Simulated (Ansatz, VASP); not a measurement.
AlN in VASP and in Ansatz

```
CELL_PARAMETERS angstrom
2.72500 0.00000 0.00000
0.00000 2.72500 0.00000
0.00000 0.00000 3.52420
ATOMIC_POSITIONS crystal
Al 0.00000 0.00000 0.00000
N 0.50000 0.50000 0.50000
```

Change from the starting cell: species swapped into the MnPt type (P4/mmm, No. 123).

Alike in both runs: task relaxation of cell and atoms; functional PBE; k mesh 5 × 5 × 4; occupations gaussian, width 0.15 eV; no spin polarisation.

```csv
,VASP,Ansatz
version,VASP 6.6.1,Ansatz 0.2.0
potentials or method,"VASP PAW PBE potentials, release 64 (Al, N), cutoff 600 eV","scalar-relativistic, plane waves, PAW"
valence electrons in the cell,8,8
```

|  | VASP | Ansatz | Ansatz less VASP |
| --- | --- | --- | --- |
| gap on the k mesh at the Fermi level, each at its own relaxed structure (eV) | none | none | - |
| relaxed volume (Å³/atom) | 8.95 | 8.92 | -0.031 |
| relaxed cell length with the largest relative difference (Å) | 2.616 | 2.610 | -0.0061 |

A gap of «none» marks a metal or a gap that the smearing closes.

The k mesh is coarse, so the values compare programs but aren't converged. Noted on VASP's run: the volume moved by over 15 % at a fixed basis, so the end points are rough.
